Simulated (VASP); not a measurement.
A run of VASP 6.6.1 is set up as follows.

The input POSCAR:

```
ZrB2
1.0
    3.1700000000      0.0000000000      0.0000000000
   -1.5850000000      2.7453005300      0.0000000000
    0.0000000000      0.0000000000      3.5330000000
Zr B
1 2
Direct
    0.0000000000      0.0000000000      0.0000000000
    0.3333330000      0.6666670000      0.5000000000
    0.6666670000      0.3333330000      0.5000000000
```

The input INCAR.step1:

```
SYSTEM = ZrB2
ALGO = Normal
EDIFF = 1E-4
ENCUT = 520
GGA = PE
ISMEAR = 1
LASPH = .TRUE.
LCHARG = .FALSE.
LREAL = .FALSE.
LWAVE = .TRUE.
NBANDS = 16
NELM = 80
PREC = Accurate
SIGMA = 0.1
```

The input INCAR.step2:

```
SYSTEM = ZrB2
ALGO = Normal
EDIFF = 1E-6
ENCUT = 520
ISIF = 2
ISMEAR = 1
ISTART = 1
LASPH = .TRUE.
LCHARG = .FALSE.
LMIXTAU = .TRUE.
LREAL = .FALSE.
LWAVE = .FALSE.
METAGGA = R2SCAN
NBANDS = 16
NELM = 80
PREC = Accurate
SIGMA = 0.1
```

File KPOINTS:

```
k-points
0
G
  6 6 4
  0 0 0
```

Potentials or basis: VASP PAW PBE potentials, release 64 (Zr_sv, B).

Run with:

```bash
$ cat potpaw_PBE.64/Zr_sv/POTCAR potpaw_PBE.64/B/POTCAR > POTCAR
$ cp INCAR.step1 INCAR
$ mpirun -np 1 vasp_std > vasp.out
$ cp INCAR.step2 INCAR
$ mpirun -np 1 vasp_std > vasp.out
```

Predict the band gap on the k mesh.

zero (band 9 reaches 11.00 eV, above the bottom of band 10 at 10.33 eV).

What does it give for the pressure?

1.1 GPa.

Stress tensor (GPa, compression positive):
```
1.21 0.00 0.00
0.00 1.21 0.00
0.00 0.00 0.82
```

Caveat: the k points lie up to 0.44 Å⁻¹ apart; the PAW data sets were made with another functional, which shifts forces and pressure a little.
